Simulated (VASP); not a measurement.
AlC:

```
Al C
1.0
     3.70159    0.00000    0.00000
     0.00000    3.70159    0.00000
     0.00000    0.00000    4.30043
Al C
2 2
Direct
  0.00000 0.00000 0.56887
  0.50000 0.50000 0.74092
  0.00000 0.00000 0.10329
  0.50000 0.50000 0.23344
```

```yaml
Program: VASP 6.6.1
Task: relaxation of cell and atoms
Functional: PBE
Potentials_or_basis: VASP PAW PBE potentials, release 64 (Al, C)
Cutoff: 600 eV
k_mesh: 5 × 5 × 5
Occupations: gaussian, width 0.2 eV
Spin: no spin polarisation
```

At the start: pressure -13.6 GPa; volume 14.73 Å³/atom.

Q: Where does the relaxation end?

A: Over 23 steps the energy falls by 1468.3 meV/atom and the volume is 9.77 Å³/atom (-33.7 %); space group I4/mmm (No. 139, to 0.05 Å).

The path:
```tsv
step	energy change (eV)	largest force (eV/Å)	pressure (GPa)	volume (Å³)
1	0.0000	1.4057	-13.60	58.92
2	-0.7999	3.5473	9.72	48.73
3	-0.8180	3.3517	5.69	49.75
4	-0.7276	8.5379	22.29	47.48
5	-1.0931	3.1071	11.22	48.57
6	-1.7324	4.0057	3.56	50.90
7	-2.3179	5.0337	-4.94	55.30
8	-2.8118	2.7802	-9.85	56.07
9	-3.1354	1.4804	-14.57	57.35
10	-3.4353	1.6287	-11.69	54.80
11	-3.8380	2.1044	-1.29	49.10
12	-4.1320	1.2903	-1.52	47.44
13	-4.6932	1.3976	2.03	42.92
14	-3.6122	6.2800	37.85	34.34
15	-4.7413	2.3014	4.74	41.52
16	-5.0650	1.7391	0.28	40.85
17	-5.3294	1.6334	-1.42	39.42
18	-5.3339	1.6468	-0.85	39.19
19	-5.5021	1.3912	-0.54	39.03
20	-5.8194	0.5797	1.82	38.54
21	-5.4356	1.2464	11.14	37.45
22	-5.8630	0.1464	3.49	38.31
23	-5.8732	0.0649	-0.49	39.07
```

Final structure:
```
Al C
1.0
     2.98550    0.00000    0.00000
     0.00000    2.98550    0.00000
     0.00000    0.00000    4.38301
Al C
2 2
Cartesian
  0.0000 0.0000 1.8001
  1.4927 1.4927 4.0015
  0.0000 0.0000 3.9935
  1.4927 1.4927 1.8047
```

Caveat: the volume moved by over 15 % at a fixed basis, so the end points are rough; the relaxation stopped at a loose force limit of 0.08 eV/Å, so its end isn't a converged minimum.
